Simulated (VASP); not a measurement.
GaN, 2 atoms in the cell. The structure is cubic, space group Fm-3m (No. 225). The conventional cell has a = 4.270 Å, b = 4.270 Å, c = 4.270 Å, α = 90.00°, β = 90.00°, γ = 90.00°. Ga (site symmetry m-3m) has 6 N at 2.14 Å within 2.8 Å. N (site symmetry m-3m) has 6 Ga at 2.14 Å within 2.8 Å. 

* Program: VASP 6.6.1
* Task: single point
* Functional: r2SCAN
* Potentials or basis: VASP PAW PBE potentials, release 64 (Ga_d, N)
* Cutoff: 520 eV
* k mesh: 11 × 11 × 11
* Occupations: fermi-dirac, width 0.05 eV
* Spin: no spin polarisation
* Dipole correction: no
* Further INCAR settings: ALGO = Normal; EDIFF = 1e-06; NBANDS = 16

Potentials or basis: VASP PAW PBE potentials, release 64 (Ga_d, N).

Run with:

```bash
$ cat potpaw_PBE.64/Ga_d/POTCAR potpaw_PBE.64/N/POTCAR > POTCAR
$ cp INCAR.step1 INCAR
$ mpirun -np 1 vasp_std > vasp.out
$ cp INCAR.step2 INCAR
$ mpirun -np 1 vasp_std > vasp.out
```

Hardware: 1 thread of AMD EPYC 7R43 64-Core Processor (Zen 3), on a shared host.

Estimate the wall time of this run.

It took 110 s on 1 thread of AMD EPYC 7R43 64-Core Processor (Zen 3), on a shared host, peak memory 0.12 GiB. Counts: k points 56.
